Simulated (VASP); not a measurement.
Wanted: the native input for a VASP 6.6.1 run.

* Task: single point
* Functional: PBE
* Potentials or basis: VASP PAW PBE potentials, release 64 (Mg, O)
* Cutoff: 600 eV
* k mesh: 10 × 10 × 10
* Occupations: gaussian, width 0.05 eV
* Spin: no spin polarisation
* Dipole correction: no
* Further INCAR settings: ALGO = Normal; EDIFF = 1e-06; NBANDS = 11

The structure of MgO lies in POSCAR:

```
MgO
1.0
    0.0000000000      2.1095627621      2.1095627621
    2.1095627621      0.0000000000      2.1095627621
    2.1095627621      2.1095627621      0.0000000000
Mg O
1 1
Direct
    0.0133061842      0.0133061842     -0.0133061842
    0.4797858112      0.4797858112      0.5202141888
```

The input as run:

INCAR

```
PREC = Accurate ; ENCUT = 600
EDIFF = 1E-6 ; ISMEAR = 0
SIGMA = 0.05 ; LREAL = False
LASPH = True ; NELM = 120
ALGO = Normal ; ISIF = 2
LWAVE = False ; LCHARG = False
GGA = PE ; NBANDS = 11
GGA_COMPAT = False
```

KPOINTS

```
regular mesh
0
Gamma
  10 10 10
```

Potentials or basis: VASP PAW PBE potentials, release 64 (Mg, O).

Command:

```console
$ cat potpaw_PBE.64/Mg/POTCAR potpaw_PBE.64/O/POTCAR > POTCAR
$ mpirun -np 1 vasp_std > vasp.out
```

Results of the run:

```
Pressure               : 4.8 GPa
Largest force          : 0.876 eV/Å
Band gap on the k mesh : 4.67 eV, direct
```

Run time: 14 s on 1 thread of Intel(R) Xeon(R) Platinum 8259CL CPU @ 2.50GHz (Skylake/Cascade Lake) (shared host), peak memory 0.15 GiB.
